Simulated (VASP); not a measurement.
# Ru (P6_3/mmc) in VASP: further runs

Runs on Ru. Level: r2SCAN. Tasks: single point.

All numbers are computed with VASP 6.6.1; they aren't measurements. Logs are shortened: lines on timing, memory, paths and dates and some standing lists are left out, and cuts for length are marked.

### 1 The cell of the first run

Symmetry: P6_3/mmc, No. 194, hexagonal system. The conventional cell has a = 2.706 Å, b = 2.706 Å, c = 4.258 Å, α = 90.00°, β = 90.00°, γ = 120.00°. Within 3.5 Å of Ru (site symmetry -6m2) lie 12 Ru at 2.64 to 2.71 Å.

### 2 Single point, r2SCAN

Contents of POSCAR:

```
Ru
1.0
    2.7059477279      0.0000000000      0.0000000000
   -1.3529738639      2.3434194737      0.0000000000
    0.0000000000      0.0000000000      4.2579056513
Ru
2
Direct
    0.3333333333      0.6666666667      0.2500000000
    0.6666666667      0.3333333333      0.7500000000
```

Contents of INCAR.step1:

```
SYSTEM = Ru
ALGO = Normal
EDIFF = 1E-5
ENCUT = 620
GGA = PE
GGA_COMPAT = .FALSE.
ISMEAR = -1
LASPH = .TRUE.
LCHARG = .FALSE.
LREAL = .FALSE.
LWAVE = .TRUE.
NBANDS = 23
NELM = 120
PREC = Accurate
SIGMA = 0.1
```

Contents of INCAR.step2:

```
SYSTEM = Ru
ALGO = Normal
EDIFF = 1E-6
ENCUT = 620
GGA_COMPAT = .FALSE.
ISIF = 2
ISMEAR = -1
ISTART = 1
LASPH = .TRUE.
LCHARG = .FALSE.
LMIXTAU = .TRUE.
LREAL = .FALSE.
LWAVE = .FALSE.
METAGGA = R2SCAN
NBANDS = 23
NELM = 120
PREC = Accurate
SIGMA = 0.1
```

Contents of KPOINTS:

```
k-points
0
G
  6 6 4
  0 0 0
```

Potentials or basis: VASP PAW PBE potentials, release 64 (Ru_sv).

Launch:

```sh
$ cat potpaw_PBE.64/Ru_sv/POTCAR > POTCAR
$ cp INCAR.step1 INCAR
$ mpirun -np 1 vasp_std > vasp.out
$ cp INCAR.step2 INCAR
$ mpirun -np 1 vasp_std > vasp.out
```

OUTCAR:

```text
SYSTEM = Ru
   EDIFF = 1E-6
   ENCUT = 620
   ISIF = 2
   ISMEAR = -1
   ISTART = 1
   LASPH = .TRUE.
   LREAL = .FALSE.
   METAGGA = R2SCAN
   NELM = 120
   PREC = Accurate

 ion  position               nearest neighbor table
   1  0.333  0.667  0.250-   2 2.64   2 2.64   2 2.64   2 2.64   2 2.64   2 2.64
   2  0.667  0.333  0.750-   1 2.64   1 2.64   1 2.64   1 2.64   1 2.64   1 2.64

  LATTYP: Found a hexagonal cell.
 ALAT       =     2.7059477279
 C/A-ratio  =     1.5735358105

  Lattice vectors:

 A1 = (   2.7059477279,   0.0000000000,   0.0000000000)
 A2 = (  -1.3529738639,   2.3434194737,   0.0000000000)
 A3 = (   0.0000000000,   0.0000000000,   4.2579056513)

Analysis of symmetry for initial positions (statically):
=====================================================================
 Subroutine PRICEL returns:
 Original cell was already a primitive cell.

 Routine SETGRP: Setting up the symmetry group for a
 hexagonal supercell.

 Subroutine GETGRP returns: Found 24 space group operations
 (whereof 12 operations were pure point group operations)
 out of a pool of 24 trial point group operations.

The static configuration has the point symmetry D_3d.
 The point group associated with its full space group is D_6h.

Analysis of symmetry for dynamics (positions and initial velocities):
=====================================================================
 Subroutine PRICEL returns:
 Original cell was already a primitive cell.

 Routine SETGRP: Setting up the symmetry group for a
 hexagonal supercell.

 Subroutine GETGRP returns: Found 24 space group operations
 (whereof 12 operations were pure point group operations)
 out of a pool of 24 trial point group operations.

The dynamic configuration has the point symmetry D_3d.
 The point group associated with its full space group is D_6h.

 Subroutine INISYM returns: Found 24 space group operations
 (whereof 12 operations are pure point group operations),
 and found     1 'primitive' translations

----------------------------------------------------------------------------------------

                                     Primitive cell

  volume of cell :      27.0001

  direct lattice vectors                    reciprocal lattice vectors
     2.705947728  0.000000000  0.000000000     0.369556289  0.213363423  0.000000000
    -1.352973864  2.343419474  0.000000000     0.000000000  0.426726846  0.000000000
     0.000000000  0.000000000  4.257905651     0.000000000  0.000000000  0.234857247

  length of vectors
     2.705947728  2.705947728  4.257905651     0.426726846  0.426726846  0.234857247

  position of ions in fractional coordinates (direct lattice)
     0.333333333  0.666666667  0.250000000
     0.666666667  0.333333333  0.750000000

  ion indices of the primitive-cell ions
   primitive index   ion index
                 1           1
                 2           2

----------------------------------------------------------------------------------------

 KPOINTS: k-points

Automatic generation of k-mesh.
 Grid dimensions read from file:
 generate k-points for:    6    6    4

 Generating k-lattice:

  Cartesian coordinates                     Fractional coordinates (reciprocal lattice)
     0.061592715  0.035560570  0.000000000     0.166666667 -0.000000000  0.000000000
     0.000000000  0.071121141  0.000000000     0.000000000  0.166666667  0.000000000
     0.000000000  0.000000000  0.058714312     0.000000000  0.000000000  0.250000000

  Length of vectors
     0.071121141  0.071121141  0.058714312

  Shift w.r.t. Gamma in fractional coordinates (k-lattice)
     0.000000000  0.000000000  0.000000000

 Subroutine IBZKPT returns following result:
 ===========================================

 Found     21 irreducible k-points:

 Following reciprocal coordinates:
            Coordinates               Weight
  0.000000  0.000000  0.000000      1.000000
  0.166667 -0.000000  0.000000      6.000000
  0.333333  0.000000  0.000000      6.000000
  0.500000 -0.000000  0.000000      3.000000
  0.166667  0.166667  0.000000      6.000000
  0.333333  0.166667  0.000000     12.000000
[... 13 lines left out ...]
  0.333333  0.166667  0.500000     12.000000
  0.333333  0.333333  0.500000      2.000000
   k-points           NKPTS =     21   k-points in BZ     NKDIM =     21   number of bands    NBANDS=     23
   number of dos      NEDOS =    301   number of ions     NIONS =      2
   total plane-waves  NPLWV =  20736
   dimension x,y,z NGX =    24 NGY =   24 NGZ =   36
   dimension x,y,z NGXF=    48 NGYF=   48 NGZF=   72
   ions per type =               2
   NGX,Y,Z   is equivalent  to a cutoff of  14.74, 14.74, 14.06 a.u.
   NGXF,Y,Z  is equivalent  to a cutoff of  29.49, 29.49, 28.11 a.u.
 SYSTEM =  Ru
   PREC   = accura    normal or accurate (medium, high low for compatibility)
   ISTART =      1    job   : 0-new  1-cont  2-samecut
   ICHARG =      0    charge: 1-file 2-atom 10-const
   ISPIN  =      1    spin polarized calculation?
   LNONCOLLINEAR =      F non collinear calculations
   LSORBIT =      F    spin-orbit coupling
   LASPH  =      T    aspherical Exc in radial PAW
   ENCUT  =  620.0 eV  45.57 Ry    6.75 a.u.   5.49  5.49  8.64*2*pi/ulx,y,z
   NELM   =    120;   NELMIN=  2; NELMDL=  0     # of ELM steps
   EDIFF  = 0.1E-05   stopping-criterion for ELM
   LREAL  =      F    real-space projection
   EDIFFG = 0.1E-04   stopping-criterion for IOM
   NSW    =      0    number of steps for IOM
   IBRION =     -1    ionic relax: 0-MD 1-quasi-New 2-CG
   NFREE  =      0    steps in history (QN), initial steepest desc. (CG)
   ISIF   =      2    stress and relaxation
   ISYM   =      2    0-nonsym 1-usesym 2-fastsym
   POTIM  = 0.5000    time-step for ionic-motion
   TEBEG  =    0.0;   TEEND  =   0.0 temperature during run
   PSTRESS=    0.0 pullay stress
   NELECT =      32.0000    total number of electrons
   NUPDOWN=      -1.0000    fix difference up-down
   EMIN   =  10.00;   EMAX   =-10.00  energy-range for DOS
   EFERMI =   0.00;   METHOD = LEGACY
   ISMEAR =    -1;   SIGMA  =   0.10  broadening in eV -4-tet -1-fermi 0-gaus
   EFERMI_NEDOS =   21; number of points for ismear=-14 and -15
   IALGO  =     38    algorithm
   IMIX   =      4    mixing-type and parameters
     AMIX     =   0.40;   BMIX     =  1.00
     AMIX_MAG =   1.60;   BMIX_MAG =  1.00
  volume/ion in A,a.u.               =      13.50        91.10
  Fermi-wavevector in a.u.,A,eV,Ry     =   1.732486  3.273923 40.837979  3.001507
  Thomas-Fermi vector in A             =   2.806653
   LORBIT       =      0    0 simple, 1 ext, 2 COOP (PROOUT), +10 PAW based schemes
   METAGGA = R2SCAN    functional components
   LHFCALC =     F    Hartree Fock is set to
   AEXX    =    0.0000 exact exchange contribution
   IVDW    =     0    specifies the selected vdW correction
   LEPSILON=     F    determine dielectric tensor
   LRPA    =     F    only Hartree local field effects (RPA)
 non-spin polarized calculation
  energy-cutoff  :      620.00
  volume of cell :       27.00
 maximum number of plane-waves:       965
 NGX is ok and might be reduce to    24
   NGX = 11   NGY = 11   NGZ = 17

 number of electron      31.9999996 magnetization

 Free energy of the ion-electron system (eV)
  ---------------------------------------------------
  ext. energy  EPLUGINS =         0.00000000
  ---------------------------------------------------
  free energy    TOTEN  =       -50.90969819 eV

  energy without entropy =      -50.83656924  energy(sigma->0) =      -50.87313372

 E-fermi :  15.3782     XC(G=0): -15.5788

 val. band max:       15.3579220100   @ k =   0.3333   0.3333   0.2500
 cond. band min:      15.4073716662   @ k =   0.3333   0.1667   0.2500
 fundamental gap:      0.0494496562
 Fermi energy:        15.3782492260

 k-point     1 :       0.0000    0.0000    0.0000
  band No.  band energies     occupation
      1     -60.1906      2.00000
      2     -59.9549      2.00000
      3     -29.9592      2.00000
      4     -28.9275      2.00000
      5     -28.9275      2.00000
      6     -28.7363      2.00000
[... 15 lines left out ...]
     22      30.6881      0.00000
     23      33.4227      0.00000

 k-point     2 :       0.1667   -0.0000    0.0000
  band No.  band energies     occupation
      1     -60.1480      2.00000
      2     -59.9399      2.00000
      3     -29.8589      2.00000
      4     -29.1288      2.00000
      5     -28.9944      2.00000
      6     -28.9427      2.00000
[... 15 lines left out ...]
     22      31.7641      0.00000
     23      34.1182      0.00000

 k-point     3 :       0.3333    0.0000    0.0000
  band No.  band energies     occupation
      1     -60.0539      2.00000
      2     -59.9179      2.00000
      3     -29.6129      2.00000
      4     -29.5316      2.00000
      5     -29.3324      2.00000
      6     -29.1188      2.00000
[... 15 lines left out ...]
     22      27.2585      0.00000
     23      31.0380      0.00000

 k-point     4 :       0.5000   -0.0000    0.0000
  band No.  band energies     occupation
      1     -59.9952      2.00000
      2     -59.9181      2.00000
      3     -29.7321      2.00000
      4     -29.5175      2.00000
      5     -29.4283      2.00000
      6     -29.1780      2.00000
[... 15 lines left out ...]
     22      27.7439      0.00000
     23      28.7684      0.00000

 k-point     5 :       0.1667    0.1667    0.0000
  band No.  band energies     occupation
      1     -60.0791      2.00000
      2     -59.9218      2.00000
      3     -29.6835      2.00000
      4     -29.3406      2.00000
      5     -29.3142      2.00000
      6     -29.0454      2.00000
[... 356 lines left out ...]
 k-point    19 :       0.1667    0.1667    0.5000
  band No.  band energies     occupation
      1     -60.0008      2.00000
      2     -60.0008      2.00000
      3     -29.5637      2.00000
      4     -29.5637      2.00000
      5     -29.0563      2.00000
      6     -29.0563      2.00000
[... 15 lines left out ...]
     22      31.3474      0.00000
     23      32.7408      0.00000

 k-point    20 :       0.3333    0.1667    0.5000
  band No.  band energies     occupation
      1     -59.9567      2.00000
      2     -59.9567      2.00000
      3     -29.7440      2.00000
      4     -29.7440      2.00000
      5     -29.1955      2.00000
      6     -29.1955      2.00000
[... 15 lines left out ...]
     22      27.5404      0.00000
     23      30.7354      0.00000

 k-point    21 :       0.3333    0.3333    0.5000
  band No.  band energies     occupation
      1     -59.9419      2.00000
      2     -59.9419      2.00000
      3     -29.6871      2.00000
      4     -29.6871      2.00000
      5     -29.3865      2.00000
      6     -29.3865      2.00000
[... 15 lines left out ...]
     22      26.3467      0.00000
     23      27.2082      0.00000

------------------------ aborting loop because EDIFF is reached ----------------------------------------

  FORCE on cell =-STRESS in cart. coord.  units (eV):
  Direction    XX          YY          ZZ          XY          YZ          ZX
  --------------------------------------------------------------------------------------
  -------------------------------------------------------------------------------------
  Total        0.3904817      0.3904817     -0.2393557      0.0000000      0.0000000     -0.0000000
  in kB       23.1710568     23.1710568    -14.2032879      0.0000000      0.0000000     -0.0000000
  external PRESSURE =      10.7129419 kB  Pullay stress =       0.0000000 kB

 VOLUME and BASIS-vectors are now :
 -----------------------------------------------------------------------------
  energy-cutoff  :      620.00
  volume of cell :       27.00
      direct lattice vectors                 reciprocal lattice vectors
     2.705947728  0.000000000  0.000000000     0.369556289  0.213363423  0.000000000
    -1.352973864  2.343419474  0.000000000     0.000000000  0.426726846  0.000000000
     0.000000000  0.000000000  4.257905651     0.000000000  0.000000000  0.234857247

 POSITION                                       TOTAL-FORCE (eV/Angst)
 -----------------------------------------------------------------------------------
     -0.00000      1.56228      1.06448         0.000000      0.000000      0.000000
      1.35297      0.78114      3.19343        -0.000000     -0.000000      0.000000
 -----------------------------------------------------------------------------------
    total drift:                               -0.000000      0.000000     -0.000000

  FREE ENERGIE OF THE ION-ELECTRON SYSTEM (eV)
  ---------------------------------------------------
  free  energy   TOTEN  =       -50.9096981949 eV

  energy  without entropy=      -50.8365692376  energy(sigma->0) =      -50.87313372
```

Wall time 26 s (1 thread of Intel Xeon 6975P-C (Granite Rapids), shared host); peak memory 0.16 GiB.

Results:

- Free energy: -50.9097 eV
- Pressure: 1.1 GPa
- Band gap on the k mesh: zero (bands 16 and 17 overlap by 2.98 eV)

Levels at points of the mesh, in eV from the Fermi level:
```tsv
k point	band 13	band 14	band 15	band 16	band 17	band 18	band 19	band 20
(0.00, 0.00, 0.00)	-2.70	-2.22	-2.22	-1.74	-1.74	1.02	1.02	1.20
(0.50, 0.00, 0.00)	-2.38	-2.12	-1.78	1.24	1.69	1.80	4.03	6.21
(0.00, 0.00, 0.50)	-3.14	-3.14	-3.03	-3.03	0.35	0.35	0.35	0.35
(0.50, 0.00, 0.50)	-1.36	-1.36	0.24	0.24	1.52	1.52	3.33	3.33
```

Caveat: the k points lie up to 0.45 Å⁻¹ apart, too coarse for converged energies and pressures of a metal; the PAW data sets were made with another functional, which shifts forces and pressure a little.

### 3 Single point, r2SCAN

POSCAR is that of step 2.

Contents of INCAR.step1:

```
PREC     = Accurate       # precision mode
ENCUT    = 620            # plane-wave cutoff, eV
ISMEAR   = -1             # smearing method
SIGMA    = 0.1            # smearing width, eV
LREAL    = False          # projectors in reciprocal space
LASPH    = True           # aspherical terms in the spheres
NELM     = 120            # most SCF steps
NBANDS   = 23             # bands
GGA      = PE             # functional
ALGO     = Normal         # electronic algorithm
EDIFF    = 1E-5           # SCF threshold, eV
LWAVE    = True           # write WAVECAR
LCHARG   = False          # write CHGCAR
GGA_COMPAT= False
```

Contents of INCAR.step2:

```
PREC     = Accurate       # precision mode
ENCUT    = 620            # plane-wave cutoff, eV
EDIFF    = 1E-6           # SCF threshold, eV
ISMEAR   = -1             # smearing method
SIGMA    = 0.1            # smearing width, eV
LREAL    = False          # projectors in reciprocal space
LASPH    = True           # aspherical terms in the spheres
NELM     = 120            # most SCF steps
ALGO     = Normal         # electronic algorithm
ISIF     = 2              # what is computed and relaxed
LWAVE    = False          # write WAVECAR
LCHARG   = False          # write CHGCAR
METAGGA  = R2SCAN         # meta-GGA
LMIXTAU  = True         
NBANDS   = 23             # bands
ISTART   = 1            
GGA_COMPAT= False
```

Contents of KPOINTS:

```
regular mesh
0
Gamma
  19 19 11
```

Potentials or basis: VASP PAW PBE potentials, release 64 (Ru_sv).

Launch:

```sh
$ cat potpaw_PBE.64/Ru_sv/POTCAR > POTCAR
$ cp INCAR.step1 INCAR
$ mpirun -np 1 vasp_std > vasp.out
$ cp INCAR.step2 INCAR
$ mpirun -np 1 vasp_std > vasp.out
```

It took 4.5 min on 1 thread of Intel Xeon Platinum 8488C (Sapphire Rapids), shared host; peak memory 0.27 GiB.

It converged, with:

```
Free energy            : -50.9691 eV
Pressure               : 0.1 GPa
Band gap on the k mesh : zero (bands 16 and 17 overlap by 3.38 eV)
```

Stress tensor (GPa, compression positive):
```
-0.15  0.00  0.00
 0.00 -0.15  0.00
 0.00  0.00  0.61
```

Levels at points of the mesh, in eV from the Fermi level:
```tsv
k point	band 13	band 14	band 15	band 16	band 17	band 18	band 19	band 20
(0.00, 0.00, 0.00)	-2.49	-2.02	-2.02	-1.53	-1.53	1.23	1.23	1.41
```

Caveat: the PAW data sets were made with another functional, which shifts forces and pressure a little.

### 4 Single point, r2SCAN

POSCAR is that of step 3.

Contents of INCAR.step1:

```
SYSTEM = Ru
PREC = Accurate ; ENCUT = 620
ISMEAR = -1 ; SIGMA = 0.1
LREAL = .False. ; LASPH = .True.
NELM = 120 ; NBANDS = 23
GGA = PE ; ALGO = Normal
EDIFF = 1E-5 ; LWAVE = .True.
LCHARG = .False. ; GGA_COMPAT = .False.
```

Contents of INCAR.step2:

```
SYSTEM = Ru
PREC = Accurate ; ENCUT = 620
EDIFF = 1E-6 ; ISMEAR = -1
SIGMA = 0.1 ; LREAL = .False.
LASPH = .True. ; NELM = 120
ALGO = Normal ; ISIF = 2
LWAVE = .False. ; LCHARG = .False.
METAGGA = R2SCAN ; LMIXTAU = .True.
NBANDS = 23 ; ISTART = 1
GGA_COMPAT = .False.
```

Contents of KPOINTS:

```
Automatic mesh
0
Gamma
  8 8 5
  0 0 0
```

Launch:

```sh
$ cat potpaw_PBE.64/Ru_sv/POTCAR > POTCAR
$ cp INCAR.step1 INCAR
$ mpirun -np 1 vasp_std > vasp.out
$ cp INCAR.step2 INCAR
$ mpirun -np 1 vasp_std > vasp.out
```

Wall time 51 s (1 thread of Intel Xeon Platinum 8375C at 2.90GHz (Ice Lake), shared host); peak memory 0.16 GiB.

Results (log left out):

```yaml
Free_energy: -51.0029 eV
Pressure: -0.4 GPa
Band_gap_on_the_k_mesh: zero (bands 16 and 17 overlap by 3.11 eV)
```

Stress tensor (GPa, compression positive):
```
-0.99  0.00  0.00
 0.00 -0.99  0.00
 0.00  0.00  0.89
```

Levels at points of the mesh, in eV from the Fermi level:
| k point | band 13 | band 14 | band 15 | band 16 | band 17 | band 18 | band 19 | band 20 |
| --- | --- | --- | --- | --- | --- | --- | --- | --- |
| (0.00, 0.00, 0.00) | -2.45 | -1.97 | -1.97 | -1.48 | -1.48 | 1.28 | 1.28 | 1.45 |
| (0.50, 0.00, 0.00) | -2.12 | -1.87 | -1.53 | 1.49 | 1.94 | 2.06 | 4.28 | 6.47 |

Caveat: the PAW data sets were made with another functional, which shifts forces and pressure a little.

[end of part 1 of 2]

The gap in the log of VASP goes by the Fermi energy; the results here count the filled bands.